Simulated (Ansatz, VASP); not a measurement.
## Ti: VASP beside Ansatz

INCAR

```
SYSTEM = Ti
ALGO     = Fast           ! electronic algorithm
EDIFF    = 1E-7           ! SCF threshold, eV
ENCUT    = 520            ! plane-wave cutoff, eV
GGA      = PS             ! functional
ISIF     = 2              ! what is computed and relaxed
ISMEAR   = 0              ! smearing method
LASPH    = .True.         ! aspherical terms in the spheres
LCHARG   = .False.        ! write CHGCAR
LREAL    = .False.        ! projectors in reciprocal space
LWAVE    = .False.        ! write WAVECAR
NBANDS   = 12             ! bands
NELM     = 80             ! most SCF steps
PREC     = Accurate       ! precision mode
SIGMA    = 0.15           ! smearing width, eV
```

File KPOINTS:

```
k-points
0
Gamma
  26 26 26
  0 0 0
```

Contents of POSCAR:

```
Ti
1.0
    0.0000000000      2.0279211515      2.0786191803
    2.0279211515      0.0000000000      2.0786191803
    2.0279211515      2.0279211515      0.0000000000
Ti
1
Direct
    0.0000000000      0.0000000000      0.0000000000
```

Input for Ansatz:

```yaml
crystal:
  lattice:
    - [0.0, 2.0279211515, 2.0786191803]
    - [2.0279211515, 0.0, 2.0786191803]
    - [2.0279211515, 2.0279211515, 0.0]
  atoms:
    - { symbol: Ti, position: [0.0, 0.0, 0.0] }
basis:
  ecutwfc: 420
kpoints:
  mp_grid: { grid: [26, 26, 26] }
hamiltonian:
  xc: pbesol
scf:
  occupations: { method: gaussian, width: 0.15 }
output:
  forces: true
  stress: true
  eigenvalues: true
```

Change from the starting cell: strain +0.000 along x and y, +0.025 along z, atoms carried along.

Alike in both runs: task single point; functional PBEsol; k mesh 26 × 26 × 26; occupations gaussian, width 0.15 eV; no spin polarisation.

```csv
,VASP,Ansatz
version,VASP 6.6.1,Ansatz 0.2.0
potentials or method,"VASP PAW PBE potentials, release 64 (Ti_sv), cutoff 520 eV","scalar-relativistic, plane waves, PAW"
valence electrons in the cell,12,12
```

```csv
,VASP,Ansatz,Ansatz less VASP
gap on the k mesh at the Fermi level (eV),none,none,-
pressure (GPa),-2.9,-2.6,+0.25
"traceless stress, the component that is largest in VASP (GPa)",-0.57,-0.57,+0.004
```

VASP's potentials were made for PBE, not for PBEsol. A gap of «none» marks a metal or a gap that the smearing closes.
